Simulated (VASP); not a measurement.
# HfN (Fm-3m) in VASP: notebook, part 2 of 2

VASP 6.6.1.

### 3 Single point, PBE

This run uses another cell than the first one, of 10.62 Å³/atom, 1.028 times its volume.

The input, INCAR:

```
SYSTEM = HfN
PREC = Accurate
ENCUT = 520
EDIFF = 1E-6
ISMEAR = -1
SIGMA = 0.1
LREAL = .False.
LASPH = .True.
NELM = 60
ALGO = Normal
ISIF = 2
LWAVE = .False.
LCHARG = .False.
GGA = PE
NBANDS = 14
```

The input, KPOINTS:

```
regular mesh
0
Gamma
  11 11 11
  0 0 0
```

The input, POSCAR:

```
HfN
1.0
    0.0000000000      2.1981281409      2.1981281409
    2.1981281409      0.0000000000      2.1981281409
    2.1981281409      2.1981281409      0.0000000000
Hf N
1 1
Direct
    0.0000000000      0.0000000000      0.0000000000
    0.5000000000      0.5000000000      0.5000000000
```

Potentials or basis: VASP PAW PBE potentials, release 64 (Hf_pv, N).

Started as:

```
> cat potpaw_PBE.64/Hf_pv/POTCAR potpaw_PBE.64/N/POTCAR > POTCAR
> mpirun -np 1 vasp_std > vasp.out
```

OUTCAR:

```text
SYSTEM = HfN
   PREC = Accurate
   ENCUT = 520
   EDIFF = 1E-6
   ISMEAR = -1
   LREAL = .False.
   LASPH = .True.
   NELM = 60
   ISIF = 2
   GGA = PE

 ion  position               nearest neighbor table
   1  0.000  0.000  0.000-   2 2.20   2 2.20   2 2.20   2 2.20   2 2.20   2 2.20
   2  0.500  0.500  0.500-   1 2.20   1 2.20   1 2.20   1 2.20   1 2.20   1 2.20

  LATTYP: Found a face centered cubic cell.
 ALAT       =     4.3962562818

  Lattice vectors:

 A1 = (   0.0000000000,   2.1981281409,   2.1981281409)
 A2 = (   2.1981281409,   0.0000000000,   2.1981281409)
 A3 = (   2.1981281409,   2.1981281409,   0.0000000000)

Analysis of symmetry for initial positions (statically):
=====================================================================
 Subroutine PRICEL returns:
 Original cell was already a primitive cell.

 Routine SETGRP: Setting up the symmetry group for a
 face centered cubic supercell.

 Subroutine GETGRP returns: Found 48 space group operations
 (whereof 48 operations were pure point group operations)
 out of a pool of 48 trial point group operations.

The static configuration has the point symmetry O_h .

Analysis of symmetry for dynamics (positions and initial velocities):
=====================================================================
 Subroutine PRICEL returns:
 Original cell was already a primitive cell.

 Routine SETGRP: Setting up the symmetry group for a
 face centered cubic supercell.

 Subroutine GETGRP returns: Found 48 space group operations
 (whereof 48 operations were pure point group operations)
 out of a pool of 48 trial point group operations.

The dynamic configuration has the point symmetry O_h .

 Subroutine INISYM returns: Found 48 space group operations
 (whereof 48 operations are pure point group operations),
 and found     1 'primitive' translations

----------------------------------------------------------------------------------------

                                     Primitive cell

  volume of cell :      21.2417

  direct lattice vectors                    reciprocal lattice vectors
     0.000000000  2.198128141  2.198128141    -0.227466266  0.227466266  0.227466266
     2.198128141  0.000000000  2.198128141     0.227466266 -0.227466266  0.227466266
     2.198128141  2.198128141  0.000000000     0.227466266  0.227466266 -0.227466266

  length of vectors
     3.108622629  3.108622629  3.108622629     0.393983129  0.393983129  0.393983129

  position of ions in fractional coordinates (direct lattice)
     0.000000000  0.000000000  0.000000000
     0.500000000  0.500000000  0.500000000

  ion indices of the primitive-cell ions
   primitive index   ion index
                 1           1
                 2           2

----------------------------------------------------------------------------------------

 KPOINTS: regular mesh

Automatic generation of k-mesh.
 Grid dimensions read from file:
 generate k-points for:   11   11   11

 Generating k-lattice:

  Cartesian coordinates                     Fractional coordinates (reciprocal lattice)
    -0.020678751  0.020678751  0.020678751     0.090909091  0.000000000  0.000000000
     0.020678751 -0.020678751  0.020678751     0.000000000  0.090909091  0.000000000
     0.020678751  0.020678751 -0.020678751     0.000000000  0.000000000  0.090909091

  Length of vectors
     0.035816648  0.035816648  0.035816648

  Shift w.r.t. Gamma in fractional coordinates (k-lattice)
     0.000000000  0.000000000  0.000000000

 Subroutine IBZKPT returns following result:
 ===========================================

 Found     56 irreducible k-points:

 Following reciprocal coordinates:
            Coordinates               Weight
  0.000000  0.000000  0.000000      1.000000
  0.090909  0.000000  0.000000      8.000000
  0.181818  0.000000  0.000000      8.000000
  0.272727  0.000000  0.000000      8.000000
  0.363636  0.000000  0.000000      8.000000
  0.454545  0.000000  0.000000      8.000000
[... 16 lines left out ...]
 -0.272727  0.181818  0.000000     24.000000
 -0.181818  0.181818  0.000000     12.000000
 [... further k-points ...]
   k-points           NKPTS =     56   k-points in BZ     NKDIM =     56   number of bands    NBANDS=     14
   number of dos      NEDOS =    301   number of ions     NIONS =      2
   total plane-waves  NPLWV =  13824
   dimension x,y,z NGX =    24 NGY =   24 NGZ =   24
   dimension x,y,z NGXF=    48 NGYF=   48 NGZF=   48
   ions per type =               1   1
   NGX,Y,Z   is equivalent  to a cutoff of  12.83, 12.83, 12.83 a.u.
   NGXF,Y,Z  is equivalent  to a cutoff of  25.67, 25.67, 25.67 a.u.
 SYSTEM =  HfN
   PREC   = accura    normal or accurate (medium, high low for compatibility)
   ISTART =      0    job   : 0-new  1-cont  2-samecut
   ICHARG =      2    charge: 1-file 2-atom 10-const
   ISPIN  =      1    spin polarized calculation?
   LNONCOLLINEAR =      F non collinear calculations
   LSORBIT =      F    spin-orbit coupling
   LASPH  =      T    aspherical Exc in radial PAW
   ENCUT  =  520.0 eV  38.22 Ry    6.18 a.u.   5.78  5.78  5.78*2*pi/ulx,y,z
   NELM   =     60;   NELMIN=  2; NELMDL= -5     # of ELM steps
   EDIFF  = 0.1E-05   stopping-criterion for ELM
   LREAL  =      F    real-space projection
   EDIFFG = 0.1E-04   stopping-criterion for IOM
   NSW    =      0    number of steps for IOM
   IBRION =     -1    ionic relax: 0-MD 1-quasi-New 2-CG
   NFREE  =      0    steps in history (QN), initial steepest desc. (CG)
   ISIF   =      2    stress and relaxation
   ISYM   =      2    0-nonsym 1-usesym 2-fastsym
   POTIM  = 0.5000    time-step for ionic-motion
   TEBEG  =    0.0;   TEEND  =   0.0 temperature during run
   PSTRESS=    0.0 pullay stress
   NELECT =      15.0000    total number of electrons
   NUPDOWN=      -1.0000    fix difference up-down
   EMIN   =  10.00;   EMAX   =-10.00  energy-range for DOS
   EFERMI =   0.00;   METHOD = LEGACY
   ISMEAR =    -1;   SIGMA  =   0.10  broadening in eV -4-tet -1-fermi 0-gaus
   EFERMI_NEDOS =   21; number of points for ismear=-14 and -15
   IALGO  =     38    algorithm
   IMIX   =      4    mixing-type and parameters
     AMIX     =   0.40;   BMIX     =  1.00
     AMIX_MAG =   1.60;   BMIX_MAG =  1.00
  volume/ion in A,a.u.               =      10.62        71.67
  Fermi-wavevector in a.u.,A,eV,Ry     =   1.457837  2.754912 28.916301  2.125288
  Thomas-Fermi vector in A             =   2.574592
   LORBIT       =      0    0 simple, 1 ext, 2 COOP (PROOUT), +10 PAW based schemes
   GGA     = PE    functional components
   LHFCALC =     F    Hartree Fock is set to
   AEXX    =    0.0000 exact exchange contribution
   IVDW    =     0    specifies the selected vdW correction
   LEPSILON=     F    determine dielectric tensor
   LRPA    =     F    only Hartree local field effects (RPA)
 non-spin polarized calculation
  energy-cutoff  :      520.00
  volume of cell :       21.24
 maximum number of plane-waves:       584
   NGX = 11   NGY = 11   NGZ = 11

 number of electron      15.0000002 magnetization

 Free energy of the ion-electron system (eV)
  ---------------------------------------------------
  ext. energy  EPLUGINS =         0.00000000
  ---------------------------------------------------
  free energy    TOTEN  =       -21.57824672 eV

  energy without entropy =      -21.55715406  energy(sigma->0) =      -21.56770039

 E-fermi :   9.0903     XC(G=0): -13.1689

 val. band max:        9.0710639572   @ k =   0.4545   0.1818   0.0000
 cond. band min:       9.1084203391   @ k =  -0.0909   0.0909   0.0000
 fundamental gap:      0.0373563819
 Fermi energy:         9.0902954928

 k-point     1 :       0.0000    0.0000    0.0000
  band No.  band energies     occupation
      1     -21.6906      2.00000
      2     -21.6906      2.00000
      3     -21.6906      2.00000
      4      -8.8624      2.00000
      5       6.0129      2.00000
      6       6.0129      2.00000
      7       6.0129      2.00000
      8       8.7347      1.94450
      9       8.7347      1.94450
     10       8.7347      1.94450
     11      11.3056      0.00000
     12      11.3056      0.00000
     13      11.7543      0.00000
     14      18.8982      0.00000
[... 375 lines left out ...]
 k-point    24 :      -0.1818    0.1818    0.0000
  band No.  band energies     occupation
      1     -22.4280      2.00000
      2     -21.9567      2.00000
      3     -21.7330      2.00000
      4      -7.0706      2.00000
      5       1.8030      2.00000
      6       3.2329      2.00000
      7       4.1363      2.00000
      8      10.0587      0.00012
      9      10.2891      0.00001
     10      12.6102      0.00000
     11      12.8982      0.00000
     12      16.0736      0.00000
     13      17.1170      0.00000
     14      21.7245      0.00000

 [... further k-points ...]
[... 5 lines left out ...]
  --------------------------------------------------------------------------------------
  -------------------------------------------------------------------------------------
  Total        4.0871789      4.0871789      4.0871789      0.0000000      0.0000000      0.0000000
  in kB      308.2799044    308.2799044    308.2799044      0.0000000      0.0000000      0.0000000
  external PRESSURE =     308.2799044 kB  Pullay stress =       0.0000000 kB

 VOLUME and BASIS-vectors are now :
 -----------------------------------------------------------------------------
  energy-cutoff  :      520.00
  volume of cell :       21.24
      direct lattice vectors                 reciprocal lattice vectors
     0.000000000  2.198128141  2.198128141    -0.227466266  0.227466266  0.227466266
     2.198128141  0.000000000  2.198128141     0.227466266 -0.227466266  0.227466266
     2.198128141  2.198128141  0.000000000     0.227466266  0.227466266 -0.227466266

 POSITION                                       TOTAL-FORCE (eV/Angst)
 -----------------------------------------------------------------------------------
      0.00000      0.00000      0.00000         0.000000     -0.000000      0.000000
      2.19813      2.19813      2.19813        -0.000000      0.000000     -0.000000
 -----------------------------------------------------------------------------------
    total drift:                                0.000000     -0.000000     -0.000000

  FREE ENERGIE OF THE ION-ELECTRON SYSTEM (eV)
  ---------------------------------------------------
  free  energy   TOTEN  =       -21.5782467152 eV

  energy  without entropy=      -21.5571540638  energy(sigma->0) =      -21.56770039
```

OSZICAR:

```text
N       E                     dE             d eps       ncg     rms          rms(c)
DAV:   1     0.389375239841E+02    0.38938E+02   -0.78458E+03  1568   0.103E+03
DAV:   2    -0.227800099810E+02   -0.61718E+02   -0.58038E+02  1990   0.244E+02
DAV:   3    -0.245857877824E+02   -0.18058E+01   -0.17986E+01  1900   0.342E+01
DAV:   4    -0.245915443479E+02   -0.57566E-02   -0.57562E-02  1808   0.221E+00
DAV:   5    -0.245915741101E+02   -0.29762E-04   -0.29763E-04  1882   0.137E-01    0.579E+01
DAV:   6    -0.216448659496E+02    0.29467E+01   -0.78626E+00  1790   0.227E+01    0.476E+01
DAV:   7    -0.215984229476E+02    0.46443E-01   -0.44365E-01  1940   0.593E+00    0.281E+01
DAV:   8    -0.215817225740E+02    0.16700E-01   -0.60875E-02  1934   0.219E+00    0.522E+00
DAV:   9    -0.215784185145E+02    0.33041E-02   -0.10627E-02  1838   0.811E-01    0.194E+00
DAV:  10    -0.215782757201E+02    0.14279E-03   -0.10686E-03  2074   0.316E-01    0.387E-01
DAV:  11    -0.215782487745E+02    0.26946E-04   -0.75049E-05  1826   0.881E-02    0.905E-02
DAV:  12    -0.215782471586E+02    0.16159E-05   -0.63477E-06  2044   0.214E-02    0.299E-02
DAV:  13    -0.215782467152E+02    0.44336E-06   -0.25803E-07  1078   0.503E-03
   1 F= -.21578247E+02 E0= -.21567700E+02  d E =-.210927E-01
```

stdout:

```text
POSCAR found type information on POSCAR HfN
 POSCAR found :  2 types and       2 ions
 scaLAPACK will be used
 LDA part: xc-table for (Slater+PW92), standard interpolation
 POSCAR, INCAR and KPOINTS ok, starting setup
 FFT: planning ... GRIDC
 FFT: planning ... GRID_SOFT
 FFT: planning ... GRID
 WAVECAR not read
 entering main loop
```

Wall time 28 s (1 thread of AMD EPYC 7R13, shared host); peak memory 0.12 GiB.

Results:

| Item | Value |
| --- | --- |
| Free energy | -21.5782 eV |
| Pressure | 30.8 GPa |

Levels at points of the mesh, in eV from the Fermi level:
```csv
k point,band 5,band 6,band 7,band 8,band 9,band 10,band 11,band 12
"(0.00, 0.00, 0.00)",-3.08,-3.08,-3.08,-0.36,-0.36,-0.36,2.22,2.22
```

Caveat: spin-orbit coupling is left out, which moves the levels of the heavy elements.

### 4 Single point, PBE

This run uses another cell than the first one, of 10.91 Å³/atom, 1.056 times its volume.

The input, INCAR:

```
SYSTEM = HfN
ALGO     = Normal         ! electronic algorithm
EDIFF    = 1E-6           ! SCF threshold, eV
ENCUT    = 520            ! plane-wave cutoff, eV
GGA      = PE             ! functional
ISIF     = 2              ! what is computed and relaxed
ISMEAR   = -1             ! smearing method
LASPH    = .True.         ! aspherical terms in the spheres
LCHARG   = .False.        ! write CHGCAR
LREAL    = .False.        ! projectors in reciprocal space
LWAVE    = .False.        ! write WAVECAR
NBANDS   = 14             ! bands
NELM     = 80             ! most SCF steps
PREC     = Accurate       ! precision mode
SIGMA    = 0.1            ! smearing width, eV
```

The input, KPOINTS:

```
k-points
0
Gamma
  11 11 11
  0 0 0
```

The input, POSCAR:

```
HfN
1.0
    0.0000000000      2.2177553235      2.2177553235
    2.2177553235      0.0000000000      2.2177553235
    2.2177553235      2.2177553235      0.0000000000
Hf N
1 1
Direct
    0.0000000000      0.0000000000      0.0000000000
    0.5000000000      0.5000000000      0.5000000000
```

Potentials or basis: VASP PAW PBE potentials, release 64 (Hf_pv, N).

Started as:

```
> cat potpaw_PBE.64/Hf_pv/POTCAR potpaw_PBE.64/N/POTCAR > POTCAR
> mpirun -np 1 vasp_std > vasp.out
```

OUTCAR:

```text
SYSTEM = HfN
   EDIFF = 1E-6
   ENCUT = 520
   GGA = PE
   ISIF = 2
   ISMEAR = -1
   LASPH = .True.
   LREAL = .False.
   NELM = 80
   PREC = Accurate

 ion  position               nearest neighbor table
   1  0.000  0.000  0.000-   2 2.22   2 2.22   2 2.22   2 2.22   2 2.22   2 2.22
   2  0.500  0.500  0.500-   1 2.22   1 2.22   1 2.22   1 2.22   1 2.22   1 2.22

  LATTYP: Found a face centered cubic cell.
 ALAT       =     4.4355106470

  Lattice vectors:

 A1 = (   0.0000000000,   2.2177553235,   2.2177553235)
 A2 = (   2.2177553235,   0.0000000000,   2.2177553235)
[... 585 lines left out ...]
     11      12.4745      0.00000
     12      15.5748      0.00000
     13      16.5997      0.00000
     14      21.3514      0.00000

 [... further k-points ...]
[... 5 lines left out ...]
  --------------------------------------------------------------------------------------
  -------------------------------------------------------------------------------------
  Total        2.8298633      2.8298633      2.8298633      0.0000000      0.0000000      0.0000000
  in kB      207.8285260    207.8285260    207.8285260      0.0000000      0.0000000      0.0000000
  external PRESSURE =     207.8285260 kB  Pullay stress =       0.0000000 kB

 VOLUME and BASIS-vectors are now :
 -----------------------------------------------------------------------------
  energy-cutoff  :      520.00
  volume of cell :       21.82
      direct lattice vectors                 reciprocal lattice vectors
     0.000000000  2.217755324  2.217755324    -0.225453184  0.225453184  0.225453184
     2.217755324  0.000000000  2.217755324     0.225453184 -0.225453184  0.225453184
     2.217755324  2.217755324  0.000000000     0.225453184  0.225453184 -0.225453184

 POSITION                                       TOTAL-FORCE (eV/Angst)
 -----------------------------------------------------------------------------------
      0.00000      0.00000      0.00000         0.000000      0.000000      0.000000
      2.21776      2.21776      2.21776        -0.000000     -0.000000     -0.000000
 -----------------------------------------------------------------------------------
    total drift:                                0.000000     -0.000000     -0.000000

  FREE ENERGIE OF THE ION-ELECTRON SYSTEM (eV)
  ---------------------------------------------------
  free  energy   TOTEN  =       -21.6707532927 eV

  energy  without entropy=      -21.6491884455  energy(sigma->0) =      -21.65997087
```

OSZICAR:

```text
N       E                     dE             d eps       ncg     rms          rms(c)
DAV:   1     0.380710413744E+02    0.38071E+02   -0.78548E+03  1576   0.102E+03
DAV:   2    -0.227803543695E+02   -0.60851E+02   -0.57080E+02  2056   0.237E+02
DAV:   3    -0.246721390684E+02   -0.18918E+01   -0.18848E+01  1796   0.342E+01
DAV:   4    -0.246783473000E+02   -0.62082E-02   -0.62075E-02  1898   0.228E+00
DAV:   5    -0.246783838659E+02   -0.36566E-04   -0.36565E-04  1790   0.149E-01    0.549E+01
DAV:   6    -0.217485404703E+02    0.29298E+01   -0.79737E+00  1754   0.225E+01    0.456E+01
DAV:   7    -0.216931088301E+02    0.55432E-01   -0.44802E-01  2000   0.596E+00    0.277E+01
DAV:   8    -0.216748390809E+02    0.18270E-01   -0.74012E-02  1898   0.239E+00    0.552E+00
DAV:   9    -0.216709066534E+02    0.39324E-02   -0.11848E-02  1814   0.868E-01    0.195E+00
DAV:  10    -0.216707838221E+02    0.12283E-03   -0.10428E-03  2074   0.314E-01    0.402E-01
DAV:  11    -0.216707553393E+02    0.28483E-04   -0.74293E-05  1766   0.869E-02    0.959E-02
DAV:  12    -0.216707536877E+02    0.16516E-05   -0.66868E-06  2098   0.220E-02    0.279E-02
DAV:  13    -0.216707532927E+02    0.39500E-06   -0.23183E-07  1048   0.484E-03
   1 F= -.21670753E+02 E0= -.21659971E+02  d E =-.215648E-01
```

Wall time 32 s (1 thread of AMD EPYC 7R13, shared host); peak memory 0.12 GiB.

What came out:

```yaml
Free_energy: -21.6708 eV
Pressure: 20.8 GPa
```

Levels at points of the mesh, in eV from the Fermi level:
| k point | band 6 | band 7 | band 8 | band 9 | band 10 | band 11 |
| --- | --- | --- | --- | --- | --- | --- |
| (0.00, 0.00, 0.00) | -3.05 | -3.05 | -0.34 | -0.34 | -0.34 | 2.15 |

Caveat: spin-orbit coupling is left out, which moves the levels of the heavy elements.

### 5 Overview

| cell | gap on the mesh (eV) | pressure (GPa) |
| --- | --- | --- |
| a = 3.080 Å, angles 60.0°, 2 atoms | none | 42.3 |
| a = 3.109 Å, angles 60.0°, 2 atoms | none | 30.8 |
| a = 3.136 Å, angles 60.0°, 2 atoms | none | 20.8 |

Alike in all rows: task single point; level PBE; potentials or basis VASP PAW PBE potentials, release 64 (Hf_pv, N); no spin polarisation; k mesh 11 × 11 × 11; cutoff (eV) 520; smearing fermi-dirac 0.1 eV.

Caveats: spin-orbit coupling is left out, which moves the levels of the heavy elements.

Absolute energies hang on the potentials; compare differences alone.
